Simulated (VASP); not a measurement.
# SrTiO3 (I4/mcm) in VASP: a series of runs, part 2 of 2

VASP 6.6.1.

## Step 3: Electric field gradients, r2SCAN

File POSCAR:

```
SrTiO3
1.0
   -2.7555000000      2.7555000000      3.8980000000
    2.7555000000     -2.7555000000      3.8980000000
    2.7555000000      2.7555000000     -3.8980000000
Sr Ti O
2 2 6
Direct
    0.7500000000      0.2500000000      0.5000000000
    0.2500000000      0.7500000000      0.5000000000
    0.0000000000      0.0000000000      0.0000000000
    0.5000000000      0.5000000000      0.0000000000
    0.2500000000      0.2500000000      0.0000000000
    0.7500000000      0.7500000000      0.0000000000
    0.7283236544      0.2283236544      0.9566473088
    0.2283236544      0.2716763456      0.5000000000
    0.2716763456      0.7716763456      0.0433526912
    0.7716763456      0.7283236544      0.5000000000
```

File INCAR.step1:

```
SYSTEM = SrTiO3
PREC = Accurate
ENCUT = 520
ISMEAR = -1
SIGMA = 0.02
LREAL = .FALSE.
LASPH = .TRUE.
NELM = 60
NBANDS = 51
GGA = PE
ALGO = Normal
EDIFF = 1E-4
LWAVE = .TRUE.
LCHARG = .FALSE.
```

File INCAR.step2:

```
SYSTEM = SrTiO3
PREC = Accurate
ENCUT = 520
EDIFF = 1E-8
ISMEAR = -1
SIGMA = 0.02
LREAL = .FALSE.
LASPH = .TRUE.
NELM = 60
ALGO = Normal
ISIF = 2
LWAVE = .FALSE.
LCHARG = .FALSE.
METAGGA = R2SCAN
LMIXTAU = .TRUE.
LEFG = .TRUE.
NBANDS = 51
ISTART = 1
```

File KPOINTS:

```
Automatic mesh
0
G
  8 8 8
  0 0 0
```

Potentials or basis: VASP PAW PBE potentials, release 64 (Sr_sv, Ti_sv, O).

Launch:

```console
cat potpaw_PBE.64/Sr_sv/POTCAR potpaw_PBE.64/Ti_sv/POTCAR potpaw_PBE.64/O/POTCAR > POTCAR
cp INCAR.step1 INCAR
mpirun -np 1 vasp_std > vasp.out
cp INCAR.step2 INCAR
mpirun -np 1 vasp_std > vasp.out
```

OUTCAR:

```text
SYSTEM = SrTiO3
   PREC = Accurate
   ENCUT = 520
   EDIFF = 1E-8
   ISMEAR = -1
   LREAL = .FALSE.
   LASPH = .TRUE.
   NELM = 60
   ISIF = 2
   METAGGA = R2SCAN
   ISTART = 1

 ion  position               nearest neighbor table
   1  0.750  0.250  0.500-   7 2.64   8 2.64   9 2.64  10 2.64   5 2.76   6 2.76   6 2.76   5 2.76
                             7 2.88   8 2.88  10 2.88   9 2.88   4 3.38   3 3.38   4 3.38   4 3.38
   2  0.250  0.750  0.500-   7 2.64   8 2.64   9 2.64  10 2.64   5 2.76   6 2.76   5 2.76   6 2.76
                             9 2.88  10 2.88   8 2.88   7 2.88   4 3.38   3 3.38   4 3.38   3 3.38
   3  0.000  0.000  0.000-   5 1.95   6 1.95   7 1.96   8 1.96   9 1.96  10 1.96   1 3.38   2 3.38
                             1 3.38   1 3.38   2 3.38   2 3.38   1 3.38   2 3.38
   4  0.500  0.500  0.000-   5 1.95   6 1.95   7 1.96   9 1.96  10 1.96   8 1.96   1 3.38   2 3.38
                             2 3.38   1 3.38   2 3.38   1 3.38   2 3.38   1 3.38
   5  0.250  0.250  0.000-   3 1.95   4 1.95   1 2.76   2 2.76   2 2.76   1 2.76
   6  0.750  0.750  0.000-   3 1.95   4 1.95   1 2.76   2 2.76   1 2.76   2 2.76
   7  0.728  0.228  0.957-   3 1.96   4 1.96   1 2.64   2 2.64   1 2.88   2 2.88
   8  0.228  0.272  0.500-   4 1.96   3 1.96   1 2.64   2 2.64   1 2.88   2 2.88
   9  0.272  0.772  0.043-   3 1.96   4 1.96   1 2.64   2 2.64   2 2.88   1 2.88
  10  0.772  0.728  0.500-   3 1.96   4 1.96   1 2.64   2 2.64   1 2.88   2 2.88

  LATTYP: Found a body centered tetragonal cell.
 ALAT       =     5.5110000000
 C/A-ratio  =     1.4146252949

  Lattice vectors:

 A1 = (  -2.7555000000,   2.7555000000,   3.8980000000)
 A2 = (   2.7555000000,  -2.7555000000,   3.8980000000)
 A3 = (   2.7555000000,   2.7555000000,  -3.8980000000)

Analysis of symmetry for initial positions (statically):
=====================================================================
 Subroutine PRICEL returns:
 Original cell was already a primitive cell.

 Routine SETGRP: Setting up the symmetry group for a
 body centered tetragonal supercell.

 Subroutine GETGRP returns: Found 16 space group operations
 (whereof  8 operations were pure point group operations)
 out of a pool of 16 trial point group operations.

The static configuration has the point symmetry C_4h.
 The point group associated with its full space group is D_4h.

Analysis of symmetry for dynamics (positions and initial velocities):
=====================================================================
 Subroutine PRICEL returns:
 Original cell was already a primitive cell.

 Routine SETGRP: Setting up the symmetry group for a
 body centered tetragonal supercell.

 Subroutine GETGRP returns: Found 16 space group operations
 (whereof  8 operations were pure point group operations)
 out of a pool of 16 trial point group operations.

The dynamic configuration has the point symmetry C_4h.
 The point group associated with its full space group is D_4h.

 Subroutine INISYM returns: Found 16 space group operations
 (whereof  8 operations are pure point group operations),
 and found     1 'primitive' translations

----------------------------------------------------------------------------------------

                                     Primitive cell

  volume of cell :     118.3866

  direct lattice vectors                    reciprocal lattice vectors
    -2.755500000  2.755500000  3.898000000     0.000000000  0.181455271  0.128270908
[... 157 lines left out ...]
 k-point     1 :       0.0000    0.0000    0.0000
  band No.  band energies     occupation
      1     -54.8070      2.00000
      2     -54.8018      2.00000
      3     -30.0836      2.00000
      4     -30.0742      2.00000
      5     -30.0741      2.00000
      6     -30.0080      2.00000
[... 1285 lines left out ...]
     50      11.3961      0.00000
     51      12.1561      0.00000

 [... further k-points ...]

------------------------ aborting loop because EDIFF is reached ----------------------------------------

  FORCE on cell =-STRESS in cart. coord.  units (eV):
  Direction    XX          YY          ZZ          XY          YZ          ZX
  --------------------------------------------------------------------------------------
  -------------------------------------------------------------------------------------
  Total        1.2573916      1.2573916      2.1788018      0.0000000      0.0000000      0.0000000
  in kB       17.0168234     17.0168234     29.4866651      0.0000000      0.0000000      0.0000000
  external PRESSURE =      21.1734373 kB  Pullay stress =       0.0000000 kB

 VOLUME and BASIS-vectors are now :
 -----------------------------------------------------------------------------
  energy-cutoff  :      520.00
  volume of cell :      118.39
      direct lattice vectors                 reciprocal lattice vectors
    -2.755500000  2.755500000  3.898000000     0.000000000  0.181455271  0.128270908
     2.755500000 -2.755500000  3.898000000     0.181455271  0.000000000  0.128270908
     2.755500000  2.755500000 -3.898000000     0.181455271  0.181455271  0.000000000

 POSITION                                       TOTAL-FORCE (eV/Angst)
 -----------------------------------------------------------------------------------
     -0.00000      2.75550      1.94900         0.000000     -0.000000      0.000000
      2.75550     -0.00000      1.94900         0.000000     -0.000000      0.000000
      0.00000      0.00000      0.00000         0.000000     -0.000000      0.000000
      0.00000      0.00000      3.89800         0.000000     -0.000000      0.000000
      0.00000      0.00000      1.94900         0.000000     -0.000000      0.000000
      0.00000      0.00000      5.84700         0.000000     -0.000000      0.000000
      1.25829      4.01379      0.00000         0.019125      0.019125      0.000000
      1.49721      1.25829     -0.00000        -0.019125      0.019125      0.000000
      1.49721     -1.25829      3.89800        -0.019125     -0.019125     -0.000000
      1.25829      1.49721      3.89800         0.019125     -0.019125      0.000000
 -----------------------------------------------------------------------------------
    total drift:                               -0.000000     -0.000000      0.000000

  FREE ENERGIE OF THE ION-ELECTRON SYSTEM (eV)
  ---------------------------------------------------
  free  energy   TOTEN  =      -126.6497576803 eV

  energy  without entropy=     -126.6497576802  energy(sigma->0) =     -126.64975768

 Electric field gradients (V/A^2)
---------------------------------------------------------------------
 ion       V_xx      V_yy      V_zz      V_xy      V_xz      V_yz
---------------------------------------------------------------------
   1       7.278     7.278   -14.556     0.001     0.001     0.001
   2       7.278     7.278   -14.556     0.001     0.001     0.001
   3       1.524     1.524    -3.048     0.001     0.001     0.001
   4       1.524     1.524    -3.048     0.001     0.001     0.001
   5      -7.082    -7.082    14.164     0.001     0.001     0.001
   6      -7.082    -7.082    14.164     0.001     0.001     0.001
   7       4.317     4.317    -8.633   -12.265    -0.001    -0.001
   8       4.317     4.317    -8.634    12.265    -0.000    -0.000
   9       4.317     4.317    -8.633   -12.265    -0.001    -0.001
  10       4.317     4.317    -8.634    12.265    -0.000    -0.000
---------------------------------------------------------------------

 Electric field gradients after diagonalization (V/A^2)
 (convention: |V_zz| > |V_xx| > |V_yy|)
----------------------------------------------------------------------
 ion       V_xx      V_yy      V_zz     asymmetry (V_yy - V_xx)/ V_zz
----------------------------------------------------------------------
   1       7.279     7.277   -14.556       0.000
   2       7.279     7.277   -14.556       0.000
   3       1.525     1.523    -3.048       0.001
   4       1.525     1.523    -3.048       0.001
   5      -7.083    -7.080    14.164       0.000
   6      -7.083    -7.080    14.164       0.000
   7      -8.633    -7.948    16.582       0.041
   8      -8.634    -7.948    16.582       0.041
   9      -8.633    -7.948    16.582       0.041
  10      -8.634    -7.948    16.582       0.041
----------------------------------------------------------------------

           NMR quadrupolar parameters

 Cq : quadrupolar parameter    Cq=e*Q*V_zz/h
 eta: asymmetry parameters     (V_yy - V_xx)/ V_zz
 Q  : nuclear electric quadrupole moment in mb (millibarn)
----------------------------------------------------------------------
 ion       Cq(MHz)       eta       Q (mb)
----------------------------------------------------------------------
   1      -0.035       0.000       1.000
   2      -0.035       0.000       1.000
   3      -0.007       0.001       1.000
   4      -0.007       0.001       1.000
   5       0.034       0.000       1.000
   6       0.034       0.000       1.000
   7       0.040       0.041       1.000
   8       0.040       0.041       1.000
   9       0.040       0.041       1.000
  10       0.040       0.041       1.000
----------------------------------------------------------------------
```

Wall time 46 min (1 thread of Oxide Virtual Turin-like, shared host); peak memory 0.46 GiB.

What came out:

- Free energy: -126.6498 eV
- Pressure: 2.1 GPa
- Largest force: 0.027 eV/Å
- Band gap on the k mesh: 2.37 eV
- Largest electric field gradient by atom: Sr -14.6; Ti -3.0; O +14.2, +16.6 (each value once) V/Å²

Forces on the atoms (eV/Å):
```
Sr   0.000  0.000  0.000
Sr   0.000  0.000  0.000
Ti   0.000  0.000  0.000
Ti   0.000  0.000  0.000
O    0.000  0.000  0.000
O    0.000  0.000  0.000
O    0.019  0.019  0.000
O   -0.019  0.019  0.000
O   -0.019 -0.019  0.000
O    0.019 -0.019  0.000
```

Electric field gradients, principal values (V/Å²):
```tsv
atom	least	middle	greatest (by size)
1 Sr	7.277	7.279	-14.556
2 Sr	7.277	7.279	-14.556
3 Ti	1.523	1.525	-3.048
4 Ti	1.523	1.525	-3.048
5 O	-7.080	-7.083	14.164
6 O	-7.080	-7.083	14.164
7 O	-7.948	-8.633	16.582
8 O	-7.948	-8.634	16.582
9 O	-7.948	-8.633	16.582
10 O	-7.948	-8.634	16.582
```

Caveat: without QUAD_EFG the Cq values of the log hold for a quadrupole moment of 1 mb, not for the nuclei; the PAW data sets were made with another functional, which shifts forces and pressure a little. A k mesh can miss the band edges.
